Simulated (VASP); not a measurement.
Runs of VASP 6.6.1 on LiF. The structure is that of space group I4/mmm (No. 139), or close to it. The cells are those of the table. 

```csv
cell,gap on the mesh (eV)
"a = 3.108, b = 3.108, c = 2.538 Å, angles 65.9, 65.9, 48.2°, 2 atoms",(a)
"a = 3.172, b = 3.172, c = 2.488 Å, angles 66.9, 66.9, 46.2°, 2 atoms",8.93
"a = 2.775, b = 2.775, c = 3.094 Å, angles 56.1, 56.1, 67.8°, 2 atoms",9.68
"a = 2.790, b = 2.790, c = 3.007 Å, angles 57.4, 57.4, 65.2°, 2 atoms",9.98
"a = 2.960, b = 2.960, c = 2.680 Å, angles 63.1, 63.1, 53.8°, 2 atoms",(c)
"a = 2.900, b = 2.900, c = 2.759 Å, angles 61.6, 61.6, 56.8°, 2 atoms",10.12
"a = 3.027, b = 3.027, c = 2.610 Å, angles 64.5, 64.5, 51.1°, 2 atoms",9.70
"a = 2.773, b = 2.773, c = 3.288 Å, angles 53.6, 53.6, 72.7°, 2 atoms",(b)
```

Alike in all rows: task single point; level r2SCAN; potentials or basis VASP PAW PBE potentials, release 64 (Li_sv, F); no spin polarisation; k mesh 12 × 12 × 12; cutoff (eV) 520; smearing gaussian 0.05 eV.

Fill in the values left out.

(a) 9.24; (b) 9.13; (c) 10.00.

A k mesh can miss the band edges.
